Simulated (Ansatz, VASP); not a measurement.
**Two plane-wave programs on Pt**

```
CELL_PARAMETERS angstrom
-1.39316 1.39316 2.11950
1.39316 -1.39316 2.11950
1.39316 1.39316 -2.11950
ATOMIC_POSITIONS crystal
Pt 0.00000 0.00000 0.00000
```

Alike in both runs: task relaxation of cell and atoms; functional PBEsol; k mesh 8 × 8 × 8; occupations gaussian, width 0.1 eV; no spin polarisation.

|  | VASP | Ansatz |
| --- | --- | --- |
| version | VASP 6.6.1 | Ansatz 0.2.0 |
| potentials or method | VASP PAW PBE potentials, release 64 (Pt), cutoff 500 eV | scalar-relativistic, plane waves, PAW |
| valence electrons in the cell | 10 | 18 |

Ansatz gave:

| Quantity | Value |
| --- | --- |
| gap on the k mesh at the Fermi level, each at its own relaxed structure (eV) | none |
| relaxed volume (Å³/atom) | 15.00 |
| relaxed cell length with the largest relative difference (Å) | 2.769 |

Q: Which values does VASP return?

A: gap on the k mesh at the Fermi level, each at its own relaxed structure (eV): none; relaxed volume (Å³/atom): 14.98; relaxed cell length with the largest relative difference (Å): 2.767.

VASP's potentials were made for PBE, not for PBEsol. A gap of «none» marks a metal or a gap that the smearing closes. VASP's potentials hold 10 valence electrons a cell and Ansatz's 18, so a difference there can come from the potentials and not from the codes.

The k mesh is coarse, so the values compare programs but aren't converged. Spin-orbit coupling is off throughout.
